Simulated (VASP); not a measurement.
MgSe2, 6 atoms in the cell. The structure is tetragonal, space group P4_2/mnm (No. 136). The conventional cell has a = 5.864 Å, b = 5.864 Å, c = 3.920 Å, α = 90.00°, β = 90.00°, γ = 90.00°. Mg (site symmetry mmm) has 6 Se at 2.52 to 2.54 Å within 3.3 Å. Se (site symmetry m2m) has 3 Mg at 2.52 to 2.54 Å and 1 Se at 3.24 Å within 3.3 Å. 

```yaml
Program: VASP 6.6.1
Task: relaxation of cell and atoms
Functional: PBEsol
Potentials_or_basis: VASP PAW PBE potentials, release 64 (Mg, Se)
Cutoff: 600 eV
k_mesh: 4 × 4 × 6
Occupations: fermi-dirac, width 0.03 eV
Spin: no spin polarisation
Dipole_correction: no
Further_INCAR_settings: ALGO = Normal; EDIFF = 1e-07; IBRION = 2; EDIFFG = -0.01; NSW = 100; ISIF = 3
```

Potentials or basis: VASP PAW PBE potentials, release 64 (Mg, Se).

Run with:

```sh
$ cat potpaw_PBE.64/Mg/POTCAR potpaw_PBE.64/Se/POTCAR > POTCAR
$ mpirun -np 1 vasp_std > vasp.out
```

Hardware: 1 thread of Intel(R) Xeon(R) 6975P-C (Granite Rapids) (shared host).

Q: Estimate the wall time of this run.

A: Run time: 2.9 min on 1 thread of Intel(R) Xeon(R) 6975P-C (Granite Rapids), on a shared host, peak memory 0.3 GiB. Counts: scf iterations 80, k points 24, ion steps 11.
